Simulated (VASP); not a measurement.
PtSe2, 3 atoms in the cell. The typed cell holds 3 atoms: a = 3.724 Å, b = 3.724 Å, c = 5.062 Å, α = 90.00°, β = 90.00°, γ = 120.00°.  This cell differs from its parent crystal: atoms moved at random.

- Program: VASP 6.6.1
- Task: single point
- Functional: PBE
- Dispersion: D3(BJ)
- Potentials or basis: VASP PAW PBE potentials, release 64 (Pt, Se)
- Cutoff: 500 eV
- k mesh: 8 × 8 × 5
- Occupations: gaussian, width 0.025 eV
- Spin: no spin polarisation
- Hubbard terms: Pt d U = 5.3 eV
- Dipole correction: no
- Further INCAR settings: ALGO = Normal; EDIFF = 1e-06; NBANDS = 18

Potentials or basis: VASP PAW PBE potentials, release 64 (Pt, Se).

The run is started by

```console
$ cat potpaw_PBE.64/Pt/POTCAR potpaw_PBE.64/Se/POTCAR > POTCAR
$ mpirun -np 1 vasp_std > vasp.out
```

Hardware: 1 thread of Oxide Virtual Turin-like Processor, with other jobs on the host.

Estimate the wall time of this run.

It took 3 min on 1 thread of Oxide Virtual Turin-like Processor, with other jobs on the host, peak memory 0.28 GiB. Counts: scf iterations 14, k points 162.
